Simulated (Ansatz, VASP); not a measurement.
## One calculation of SnSe, two programs

Contents of INCAR:

```
PREC = Accurate
ENCUT = 500
EDIFF = 1E-6
ISMEAR = 0
SIGMA = 0.05
LREAL = F
LASPH = T
NELM = 120
ALGO = Normal
ISIF = 2
LWAVE = F
LCHARG = F
NBANDS = 28
GGA_COMPAT = F
```

KPOINTS

```
regular mesh
0
Gamma
  6 6 4
```

Contents of POSCAR:

```
SnSe
1.0
    4.1898989379      0.0000000000      0.0000000000
    0.0000000000      4.1898989379      0.0000000000
    0.0000000000      0.0000000000     10.9796229414
Sn Se
2 2
Direct
    0.5000000000      0.0000000000      0.3941019504
    0.0000000000      0.5000000000      0.6218366662
    0.5000000000      0.0000000000      0.6217782129
    0.0000000000      0.5000000000      0.3782217871
```

Input for Ansatz:

```yaml
crystal:
  lattice:
    - [4.1898989379, 0.0, 0.0]
    - [0.0, 4.1898989379, 0.0]
    - [0.0, 0.0, 10.9796229414]
  atoms:
    - { symbol: Sn, position: [0.5, 0.0, 0.3941019504] }
    - { symbol: Sn, position: [0.0, 0.5, 0.6218366662] }
    - { symbol: Se, position: [0.5, 0.0, 0.6217782129] }
    - { symbol: Se, position: [0.0, 0.5, 0.3782217871] }
basis:
  ecutwfc: 420
kpoints:
  mp_grid: { grid: [6, 6, 4] }
hamiltonian:
  xc: lda
scf:
  occupations: { method: gaussian, width: 0.05 }
output:
  forces: true
  stress: true
  eigenvalues: true
```

Alike in both runs: task single point; functional LDA; k mesh 6 × 6 × 4; occupations gaussian, width 0.05 eV; no spin polarisation.

|  | VASP | Ansatz |
| --- | --- | --- |
| version | VASP 6.6.1 | Ansatz 0.2.0 |
| potentials or method | VASP PAW LDA potentials, release 64 (Sn_d, Se), cutoff 500 eV | scalar-relativistic, plane waves, PAW |
| valence electrons in the cell | 40 | 60 |

Ansatz gave:

```
gap on the k mesh at the Fermi level (eV) : 1.32
least direct gap on the mesh (eV)         : 1.32
rms of the force components (eV/Å)        : 0.600
```

Task: What did VASP give for the same quantities?

Result: gap on the k mesh at the Fermi level (eV): 1.30; least direct gap on the mesh (eV): 1.30; rms of the force components (eV/Å): 0.614.

LDA's correlation is that of Perdew and Zunger in VASP and of Perdew and Wang (1992) in Ansatz. Atom by atom the forces differ by 0.018 eV/Å (rms over components). VASP's potentials hold 40 valence electrons a cell and Ansatz's 60, so a difference there can come from the potentials and not from the codes.
